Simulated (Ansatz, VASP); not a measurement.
## One calculation of MgO, two programs

```
CELL_PARAMETERS angstrom
0.00000 2.13515 2.13515
2.45542 0.00000 2.13515
2.45542 2.13515 0.00000
ATOMIC_POSITIONS crystal
Mg 0.00000 0.00000 0.00000
O 0.50000 0.50000 0.50000
```

Change from the starting cell: strain +0.1500 x Voigt [1, 0, 0, 0, 0, 0], atoms carried along.

Alike in both runs: task single point; functional r2SCAN; k mesh 10 × 10 × 10; occupations gaussian, width 0.05 eV; no spin polarisation.

|  | VASP | Ansatz |
| --- | --- | --- |
| version | VASP 6.6.1 | Ansatz 0.2.0 |
| potentials or method | VASP PAW PBE potentials, release 64 (Mg_sv, O), cutoff 750 eV | scalar-relativistic, plane waves, PAW |
| valence electrons in the cell | 16 | 16 |

Ansatz gave:

* gap on the k mesh at the Fermi level (eV): 3.83
* least direct gap on the mesh (eV): 3.83
* pressure (GPa): -17.7
* traceless stress, the component that is largest in VASP (GPa): -3.10

Q: What did VASP give for the same quantities?

A: gap on the k mesh at the Fermi level (eV): 3.86; least direct gap on the mesh (eV): 3.86; pressure (GPa): -18.0; traceless stress, the component that is largest in VASP (GPa): -3.23.

VASP's potentials were made for PBE, not for r2SCAN. With one functional, cell and mesh, what is left measures potentials, basis and numerics.
